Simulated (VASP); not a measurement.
Set up this calculation in VASP 6.6.1, as the native input.

| Quantity | Value |
| --- | --- |
| Task | single point |
| Functional | PBE |
| Potentials or basis | VASP PAW PBE potentials, release 64 (W_sv, F) |
| Cutoff | 520 eV |
| k mesh | 6 × 6 × 14 |
| Occupations | gaussian, width 0.1 eV |
| Spin | collinear spin |
| Starting moments | [0.51, 0.51, 0.04, 0.04, 0.04, 0.04] μB |
| Fixed moment | 2 μB |
| Dipole correction | no |
| Further INCAR settings | ALGO = Normal; EDIFF = 1e-07; NBANDS = 41 |

The structure of WF2 lies in POSCAR:

```
WF2
1.0
    5.8785241806      0.0000000000      0.0000000000
    0.0000000000      5.8785241806      0.0000000000
    0.0000000000      0.0000000000      2.4769626336
W F
2 4
Direct
    0.0000000000      0.0000000000      0.0000000000
    0.5000000000      0.5000000000      0.5000000000
    0.2463486688      0.2463486688      0.0000000000
    0.7536513312      0.7536513312      0.0000000000
    0.7463486688      0.2536513312      0.5000000000
    0.2536513312      0.7463486688      0.5000000000
```

The input as run:

INCAR

```
SYSTEM = WF2
PREC = Accurate ; ENCUT = 520
EDIFF = 1E-7 ; ISMEAR = 0
SIGMA = 0.1 ; LREAL = .False.
LASPH = .True. ; NELM = 150
ALGO = Normal ; ISIF = 2
LWAVE = .False. ; LCHARG = .True.
ISPIN = 2 ; MAGMOM = 0.51 0.51 0.04 0.04 0.04 0.04
LORBIT = 11 ; NUPDOWN = 2.0
LMAXMIX = 4 ; GGA = PE
LELF = .True. ; LVHAR = .True.
NBANDS = 41
```

KPOINTS

```
Automatic mesh
0
Gamma
  6 6 14
  0 0 0
```

Potentials or basis: VASP PAW PBE potentials, release 64 (W_sv, F).

Command:

```sh
$ cat potpaw_PBE.64/W_sv/POTCAR potpaw_PBE.64/F/POTCAR > POTCAR
$ mpirun -np 1 vasp_std > vasp.out
```

It gave:

- Pressure: 2.7 GPa
- Largest force: 0.306 eV/Å
- Net moment: 2.00 μB per cell
- Site moments: W +0.78; F +0.03 μB
- Valence electrons inside the program's atomic spheres: W 11.93; F 6.08

Caveat: the total moment is fixed, so each spin has its own Fermi level and the state may be an excited one.

Run time: 19 min on 1 thread of Oxide Virtual Turin-like Processor, on a shared host, peak memory 0.46 GiB.
